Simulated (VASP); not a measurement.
# Ca4Dy (P4/mmm) in VASP: further runs

Runs on Ca4Dy. Level: PBE. Tasks: relaxation of cell and atoms.

Program: VASP 6.6.1. These are calculated values, not measurements. Logs are shortened: lines on timing, memory, paths and dates and some standing lists are left out, and cuts for length are marked.

### 1 The cell of the first run

It takes space group P4/mmm (No. 123, tetragonal). The conventional cell has a = 4.707 Å, b = 4.707 Å, c = 9.180 Å, α = 90.00°, β = 90.00°, γ = 90.00°. Ca (site symmetry mmm) has 8 Ca at 3.33 to 3.71 Å within 4.4 Å. Ca (site symmetry 4mm) has 5 Ca at 3.45 to 3.71 Å and 4 Dy at 3.75 Å within 4.5 Å. Dy (site symmetry 4/mmm) has 8 Ca at 3.75 Å and 4 Dy at 4.71 Å within 4.9 Å.

The cell was generated, and may not be a known phase.

### 2 Relaxation of cell and atoms, PBE

INCAR reads:

```
  PREC = Accurate
  ENCUT = 500
  EDIFF = 1E-7
  ISMEAR = 0
  SIGMA = 0.1
  LREAL = F
  LASPH = T
  NELM = 200
  ALGO = Normal
  ISIF = 3
  LWAVE = F
  LCHARG = F
  GGA = PE
  IBRION = 2
  NSW = 100
  EDIFFG = -0.01
  GGA_COMPAT = F
  NELMIN = 4
  LMAXMIX = 6
```

KPOINTS reads:

```
Automatic mesh
0
Gamma
  8 8 4
```

POSCAR reads:

```
Ca4Dy
1.0
    4.7068275274      0.0000000000      0.0000000000
    0.0000000000      4.7068275274      0.0000000000
    0.0000000000      0.0000000000      9.1799808775
Ca Dy
4 1
Direct
    0.0000000000      0.5000000000      0.5000000000
    0.5000000000      0.0000000000      0.5000000000
    0.0000000000      0.0000000000      0.1878681313
    0.0000000000      0.0000000000      0.8121318687
    0.5000000000      0.5000000000      0.0000000000
```

Potentials or basis: VASP PAW PBE potentials, release 64 (Ca_sv, Dy_3), 4f in core.

Run with:

```console
$ cat potpaw_PBE.64/Ca_sv/POTCAR potpaw_PBE.64/Dy_3/POTCAR > POTCAR
$ mpirun -np 1 vasp_std > vasp.out
```

OUTCAR:

```text
PREC = Accurate
   ENCUT = 500
   EDIFF = 1E-7
   ISMEAR = 0
   LREAL = F
   LASPH = T
   NELM = 200
   ISIF = 3
   GGA = PE
   IBRION = 2
   NSW = 100
   EDIFFG = -0.01
   NELMIN = 4

 ion  position               nearest neighbor table
   1  0.000  0.500  0.500-
   2  0.500  0.000  0.500-
   3  0.000  0.000  0.188-
   4  0.000  0.000  0.812-
   5  0.500  0.500  0.000-

  LATTYP: Found a simple tetragonal cell.
 ALAT       =     4.7068275274
 C/A-ratio  =     1.9503542087

  Lattice vectors:

 A1 = (   4.7068275274,   0.0000000000,   0.0000000000)
 A2 = (   0.0000000000,   4.7068275274,   0.0000000000)
 A3 = (   0.0000000000,   0.0000000000,   9.1799808775)

Analysis of symmetry for initial positions (statically):
=====================================================================
 Subroutine PRICEL returns:
 Original cell was already a primitive cell.

 Routine SETGRP: Setting up the symmetry group for a
 simple tetragonal supercell.

 Subroutine GETGRP returns: Found 16 space group operations
 (whereof 16 operations were pure point group operations)
 out of a pool of 16 trial point group operations.

The static configuration has the point symmetry D_4h.

Analysis of symmetry for dynamics (positions and initial velocities):
=====================================================================
 Subroutine PRICEL returns:
 Original cell was already a primitive cell.

 Routine SETGRP: Setting up the symmetry group for a
 simple tetragonal supercell.

 Subroutine GETGRP returns: Found 16 space group operations
 (whereof 16 operations were pure point group operations)
 out of a pool of 16 trial point group operations.

The dynamic configuration has the point symmetry D_4h.

 Subroutine INISYM returns: Found 16 space group operations
 (whereof 16 operations are pure point group operations),
 and found     1 'primitive' translations

----------------------------------------------------------------------------------------

                                     Primitive cell

  volume of cell :     203.3754

  direct lattice vectors                    reciprocal lattice vectors
     4.706827527  0.000000000  0.000000000     0.212457328  0.000000000  0.000000000
     0.000000000  4.706827527  0.000000000     0.000000000  0.212457328  0.000000000
     0.000000000  0.000000000  9.179980878     0.000000000  0.000000000  0.108932689

  length of vectors
     4.706827527  4.706827527  9.179980878     0.212457328  0.212457328  0.108932689

  position of ions in fractional coordinates (direct lattice)
     0.000000000  0.500000000  0.500000000
     0.500000000  0.000000000  0.500000000
     0.000000000  0.000000000  0.187868131
     0.000000000  0.000000000  0.812131869
     0.500000000  0.500000000  0.000000000

  ion indices of the primitive-cell ions
   primitive index   ion index
                 1           1
                 2           2
                 3           3
                 4           4
                 5           5

----------------------------------------------------------------------------------------

 KPOINTS: Automatic mesh

Automatic generation of k-mesh.
 Grid dimensions read from file:
 generate k-points for:    8    8    4

 Generating k-lattice:

  Cartesian coordinates                     Fractional coordinates (reciprocal lattice)
     0.026557166  0.000000000  0.000000000     0.125000000  0.000000000  0.000000000
     0.000000000  0.026557166  0.000000000     0.000000000  0.125000000  0.000000000
     0.000000000  0.000000000  0.027233172     0.000000000  0.000000000  0.250000000

  Length of vectors
     0.026557166  0.026557166  0.027233172

  Shift w.r.t. Gamma in fractional coordinates (k-lattice)
     0.000000000  0.000000000  0.000000000

 Subroutine IBZKPT returns following result:
 ===========================================

 Found     45 irreducible k-points:

 Following reciprocal coordinates:
            Coordinates               Weight
  0.000000  0.000000  0.000000      1.000000
  0.125000  0.000000  0.000000      4.000000
  0.250000  0.000000  0.000000      4.000000
  0.375000  0.000000  0.000000      4.000000
  0.500000  0.000000  0.000000      2.000000
  0.125000  0.125000  0.000000      4.000000
[... 16 lines left out ...]
  0.375000  0.125000  0.250000     16.000000
  0.500000  0.125000  0.250000      8.000000
 [... further k-points ...]
   k-points           NKPTS =     45   k-points in BZ     NKDIM =     45   number of bands    NBANDS=     29
   number of dos      NEDOS =    301   number of ions     NIONS =      5
   total plane-waves  NPLWV =  90720
   dimension x,y,z NGX =    36 NGY =   36 NGZ =   70
   dimension x,y,z NGXF=    72 NGYF=   72 NGZF=  140
   ions per type =               4   1
   NGX,Y,Z   is equivalent  to a cutoff of  12.72, 12.72, 12.68 a.u.
   NGXF,Y,Z  is equivalent  to a cutoff of  25.43, 25.43, 25.35 a.u.
 SYSTEM =  unknown system
   PREC   = accura    normal or accurate (medium, high low for compatibility)
   ISTART =      0    job   : 0-new  1-cont  2-samecut
   ICHARG =      2    charge: 1-file 2-atom 10-const
   ISPIN  =      1    spin polarized calculation?
   LNONCOLLINEAR =      F non collinear calculations
   LSORBIT =      F    spin-orbit coupling
   LASPH  =      T    aspherical Exc in radial PAW
   ENCUT  =  500.0 eV  36.75 Ry    6.06 a.u.   8.58  8.58 16.74*2*pi/ulx,y,z
   NELM   =    200;   NELMIN=  4; NELMDL= -5     # of ELM steps
   EDIFF  = 0.1E-06   stopping-criterion for ELM
   LREAL  =      F    real-space projection
   EDIFFG = -.1E-01   stopping-criterion for IOM
   NSW    =    100    number of steps for IOM
   IBRION =      2    ionic relax: 0-MD 1-quasi-New 2-CG
   NFREE  =      1    steps in history (QN), initial steepest desc. (CG)
   ISIF   =      3    stress and relaxation
   ISYM   =      2    0-nonsym 1-usesym 2-fastsym
   POTIM  = 0.5000    time-step for ionic-motion
   TEBEG  =    0.0;   TEEND  =   0.0 temperature during run
   PSTRESS=    0.0 pullay stress
   NELECT =      49.0000    total number of electrons
   NUPDOWN=      -1.0000    fix difference up-down
   EMIN   =  10.00;   EMAX   =-10.00  energy-range for DOS
   EFERMI =   0.00;   METHOD = LEGACY
   ISMEAR =     0;   SIGMA  =   0.10  broadening in eV -4-tet -1-fermi 0-gaus
   EFERMI_NEDOS =   21; number of points for ismear=-14 and -15
   IALGO  =     38    algorithm
   IMIX   =      4    mixing-type and parameters
     AMIX     =   0.40;   BMIX     =  1.00
     AMIX_MAG =   1.60;   BMIX_MAG =  1.00
  volume/ion in A,a.u.               =      40.68       274.49
  Fermi-wavevector in a.u.,A,eV,Ry     =   1.018687  1.925039 14.119080  1.037723
  Thomas-Fermi vector in A             =   2.152159
   LORBIT       =      0    0 simple, 1 ext, 2 COOP (PROOUT), +10 PAW based schemes
   GGA     = PE    functional components
   LHFCALC =     F    Hartree Fock is set to
   AEXX    =    0.0000 exact exchange contribution
   IVDW    =     0    specifies the selected vdW correction
   LEPSILON=     F    determine dielectric tensor
   LRPA    =     F    only Hartree local field effects (RPA)
 conjugate gradient relaxation of ions
 non-spin polarized calculation
 Gauss-broadening in eV      SIGMA  =   0.10
  energy-cutoff  :      500.00
  volume of cell :      203.38
 maximum number of plane-waves:      5194
 NGX is ok and might be reduce to    36
   NGX = 17   NGY = 17   NGZ = 33

--------------------------------------- Ionic step        1  -------------------------------------------

 number of electron      49.0000005 magnetization

 Free energy of the ion-electron system (eV)
  ---------------------------------------------------
  ext. energy  EPLUGINS =         0.00000000
  ---------------------------------------------------
  free energy    TOTEN  =       -10.40053499 eV

  energy without entropy =      -10.36505603  energy(sigma->0) =      -10.38279551

------------------------ aborting loop because EDIFF is reached ----------------------------------------

  FORCE on cell =-STRESS in cart. coord.  units (eV):
  Direction    XX          YY          ZZ          XY          YZ          ZX
  --------------------------------------------------------------------------------------
  -------------------------------------------------------------------------------------
  Total        0.1470996      0.1470996      0.1590707      0.0000000     -0.0000000      0.0000000
  in kB        1.1588408      1.1588408      1.2531482      0.0000000     -0.0000000      0.0000000
  external PRESSURE =       1.1902766 kB  Pullay stress =       0.0000000 kB
[... 180 lines left out ...]
  energy  without entropy=      -10.3653395136  energy(sigma->0) =      -10.38332060

--------------------------------------- Ionic step        6  -------------------------------------------

 number of electron      49.0000000 magnetization

 Free energy of the ion-electron system (eV)
  ---------------------------------------------------
  ext. energy  EPLUGINS =         0.00000000
  ---------------------------------------------------
  free energy    TOTEN  =       -10.40134453 eV

  energy without entropy =      -10.36554117  energy(sigma->0) =      -10.38344285

 E-fermi :   1.9249     XC(G=0):  -8.0034

 val. band max:        1.9118562429   @ k =   0.3750   0.3750   0.2500
 cond. band min:       1.9257242217   @ k =   0.5000   0.5000   0.2500
 fundamental gap:      0.0138679788
 Fermi energy:         1.9249034430

 k-point     1 :       0.0000    0.0000    0.0000
  band No.  band energies     occupation
      1     -39.8801      2.00000
      2     -39.8120      2.00000
      3     -39.7477      2.00000
      4     -39.7379      2.00000
      5     -22.5991      2.00000
      6     -22.5074      2.00000
[... 757 lines left out ...]
     28       2.7656      0.00000
     29       3.1281      0.00000

 [... further k-points ...]
[... 5 lines left out ...]
  --------------------------------------------------------------------------------------
  -------------------------------------------------------------------------------------
  Total        0.0018415      0.0018415     -0.0026977      0.0000000      0.0000000     -0.0000000
  in kB        0.0144125      0.0144125     -0.0211136      0.0000000      0.0000000     -0.0000000
  external PRESSURE =       0.0025705 kB  Pullay stress =       0.0000000 kB
[... 20 lines left out ...]
  FREE ENERGIE OF THE ION-ELECTRON SYSTEM (eV)
  ---------------------------------------------------
  free  energy   TOTEN  =       -10.4013445313 eV

  energy  without entropy=      -10.3655411681  energy(sigma->0) =      -10.38344285

 reached required accuracy - stopping structural energy minimisation
```

Wall time 12 min (1 thread of AMD EPYC 9R45 (Zen 5), shared host); peak memory 0.42 GiB.

Results:

```
Free energy                           : -10.4013 eV
Relaxed volume                        : 40.94 Å³/atom
Relaxed cell                          : a = 4.715 Å, b = 4.715 Å, c = 9.207 Å, α = 90.00°, β = 90.00°, γ = 90.00°
Space group after relaxing (to 0.1 Å) : P4/mmm (No. 123)
Energy gained by relaxing             : 0.2 meV/atom
Ionic steps                           : 6
Pressure after relaxing               : 0.0 GPa
Band gap on the k mesh                : zero (an odd number of electrons rules out a gap without spin polarisation)
```

The path:
```csv
step,energy change (eV),largest force (eV/Å),pressure (GPa),volume (Å³)
1,0.0000,0.0414,0.12,203.38
2,-0.0006,0.0288,0.04,204.27
3,-0.0007,0.0199,-0.01,204.89
4,-0.0007,0.0195,-0.01,204.92
5,-0.0008,0.0136,-0.01,204.86
6,-0.0008,0.0002,0.00,204.71
```

Final structure:
```cif
data_structure
_symmetry_space_group_name_H-M 'P 1'
_symmetry_Int_Tables_number 1
_cell_length_a 4.7154
_cell_length_b 4.7154
_cell_length_c 9.2067
_cell_angle_alpha 90.000
_cell_angle_beta 90.000
_cell_angle_gamma 90.000
_cell_volume 204.71
loop_
_atom_site_label
_atom_site_type_symbol
_atom_site_fract_x
_atom_site_fract_y
_atom_site_fract_z
_atom_site_occupancy
Ca1 Ca 0.00000 0.50000 0.50000 1
Ca2 Ca 0.50000 0.00000 0.50000 1
Ca3 Ca 0.00000 0.00000 0.18868 1
Ca4 Ca 0.00000 0.00000 0.81132 1
Dy1 Dy 0.50000 0.50000 0.00000 1
```

Levels at points of the mesh, in eV from the Fermi level:
| k point | band 23 | band 24 | band 25 | band 26 | band 27 | band 28 |
| --- | --- | --- | --- | --- | --- | --- |
| (0.00, 0.00, 0.00) | -0.51 | -0.42 | 0.35 | 1.01 | 1.12 | 1.12 |
| (0.50, 0.00, 0.00) | -0.99 | -0.53 | -0.30 | 0.52 | 0.95 | 0.98 |
| (0.50, 0.50, 0.00) | -0.54 | -0.04 | -0.02 | 0.19 | 0.19 | 0.21 |
| (0.00, 0.00, 0.50) | -0.42 | -0.36 | -0.14 | 1.07 | 1.16 | 1.16 |
| (0.50, 0.00, 0.50) | -1.52 | -0.22 | -0.19 | 0.51 | 0.92 | 0.95 |
| (0.50, 0.50, 0.50) | -0.63 | -0.22 | 0.02 | 0.07 | 0.07 | 0.42 |

Caveat: spin-orbit coupling is left out, which moves the levels of the heavy elements; the 4f electrons are frozen in the core, so they carry no moment and show no levels. Spin polarisation is off, so any magnetic state and its effect on volume and gap are missing.

### 3 Relaxation of cell and atoms, PBE

This run uses another cell than the first one, of 40.79 Å³/atom.

INCAR reads:

```
SYSTEM = Ca4Dy
ALGO = Normal
EDIFF = 1E-7
EDIFFG = -0.001
ENCUT = 500
GGA = PE
GGA_COMPAT = .False.
IBRION = 2
ISIF = 3
ISMEAR = 0
LASPH = .True.
LCHARG = .False.
LMAXMIX = 6
LREAL = .False.
LWAVE = .False.
NELM = 200
NELMIN = 4
NSW = 80
PREC = Accurate
SIGMA = 0.1
```

KPOINTS reads:

```
k-points
0
Gamma
  8 8 4
  0 0 0
```

POSCAR reads:

```
Ca4Dy
1.0
    4.7105941036      0.0000000000      0.0000000000
    0.0000000000      4.7105941036      0.0000000000
    0.0000000000      0.0000000000      9.1916028335
Ca Dy
4 1
Direct
    0.0000000000      0.5000000000      0.5000000000
    0.5000000000      0.0000000000      0.5000000000
    0.0000000000      0.0000000000      0.1886104753
    0.0000000000      0.0000000000      0.8113895247
    0.5000000000      0.5000000000      0.0000000000
```

Potentials or basis: VASP PAW PBE potentials, release 64 (Ca_sv, Dy_3), 4f in core.

Run with:

```console
$ cat potpaw_PBE.64/Ca_sv/POTCAR potpaw_PBE.64/Dy_3/POTCAR > POTCAR
$ mpirun -np 1 vasp_std > vasp.out
```

Wall time 9 min (1 thread of AMD EPYC 9R45 (Zen 5), shared host); peak memory 0.42 GiB.

It converged, with:

```yaml
Free_energy: -10.4014 eV
Relaxed_volume: 40.95 Å³/atom
Relaxed_cell: a = 4.716 Å, b = 4.716 Å, c = 9.204 Å, α = 90.00°, β = 90.00°, γ = 90.00°
Space_group_after_relaxing_to_0.1_Å: P4/mmm (No. 123)
Energy_gained_by_relaxing: 0.0 meV/atom
Ionic_steps: 5
Pressure_after_relaxing: 0.0 GPa
Band_gap_on_the_k_mesh: zero (an odd number of electrons rules out a gap without spin polarisation)
```

Step by step:
| step | energy change (eV) | largest force (eV/Å) | pressure (GPa) | volume (Å³) |
| --- | --- | --- | --- | --- |
| 1 | 0.0000 | 0.0050 | 0.06 | 203.96 |
| 2 | -0.0001 | 0.0027 | 0.02 | 204.44 |
| 3 | -0.0002 | 0.0013 | 0.00 | 204.71 |
| 4 | -0.0002 | 0.0012 | 0.00 | 204.73 |
| 5 | -0.0002 | 0.0009 | 0.00 | 204.73 |

Final structure:
```cif
data_structure
_symmetry_space_group_name_H-M 'P 1'
_symmetry_Int_Tables_number 1
_cell_length_a 4.7163
_cell_length_b 4.7163
_cell_length_c 9.2038
_cell_angle_alpha 90.000
_cell_angle_beta 90.000
_cell_angle_gamma 90.000
_cell_volume 204.73
loop_
_atom_site_label
_atom_site_type_symbol
_atom_site_fract_x
_atom_site_fract_y
_atom_site_fract_z
_atom_site_occupancy
Ca1 Ca 0.00000 0.50000 0.50000 1
Ca2 Ca 0.50000 0.00000 0.50000 1
Ca3 Ca 0.00000 0.00000 0.18866 1
Ca4 Ca 0.00000 0.00000 0.81134 1
Dy1 Dy 0.50000 0.50000 0.00000 1
```

Levels at points of the mesh, in eV from the Fermi level:
| k point | band 23 | band 24 | band 25 | band 26 | band 27 | band 28 |
| --- | --- | --- | --- | --- | --- | --- |
| (0.00, 0.00, 0.00) | -0.51 | -0.42 | 0.35 | 1.01 | 1.12 | 1.12 |
| (0.50, 0.00, 0.00) | -0.99 | -0.53 | -0.30 | 0.52 | 0.95 | 0.98 |
| (0.50, 0.50, 0.00) | -0.54 | -0.03 | -0.02 | 0.19 | 0.19 | 0.21 |
| (0.00, 0.00, 0.50) | -0.42 | -0.36 | -0.14 | 1.07 | 1.16 | 1.16 |
| (0.50, 0.00, 0.50) | -1.52 | -0.22 | -0.19 | 0.51 | 0.92 | 0.95 |
| (0.50, 0.50, 0.50) | -0.63 | -0.22 | 0.02 | 0.07 | 0.07 | 0.42 |

Caveat: spin-orbit coupling is left out, which moves the levels of the heavy elements; the 4f electrons are frozen in the core, so they carry no moment and show no levels. Spin polarisation is off, so any magnetic state and its effect on volume and gap are missing.
